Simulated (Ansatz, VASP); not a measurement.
One calculation of Mo2H5, two programs

```
CELL_PARAMETERS angstrom
0.00000 2.91156 2.91156
2.91156 0.00000 2.91156
2.91156 2.91156 0.00000
ATOMIC_POSITIONS crystal
H 0.11594 0.62802 0.62802
H 0.62802 0.11594 0.62802
H 0.62802 0.62802 0.11594
H 0.62802 0.62802 0.62802
H 0.50000 0.50000 0.50000
Mo 0.00000 0.00000 0.00000
Mo 0.25000 0.25000 0.25000
```

Alike in both runs: functional PBE; k mesh 12 × 12 × 12; occupations gaussian, width 0.1 eV; no spin polarisation.

Ansatz relaxed the structure, and its values are those at the end. VASP's run is a single point on that final structure, the one shown.

|  | VASP | Ansatz |
| --- | --- | --- |
| version | VASP 6.6.1 | Ansatz 0.2.0 |
| potentials or method | VASP PAW PBE potentials, release 64 (H, Mo_sv), cutoff 520 eV | scalar-relativistic, plane waves, PAW |
| valence electrons in the cell | 33 | 33 |

|  | VASP | Ansatz | Ansatz less VASP |
| --- | --- | --- | --- |
| gap on the k mesh at the Fermi level (eV) | none | none | - |
| pressure (GPa) | 0.2 | 0.0 | -0.24 |

A gap of «none» marks a metal or a gap that the smearing closes.
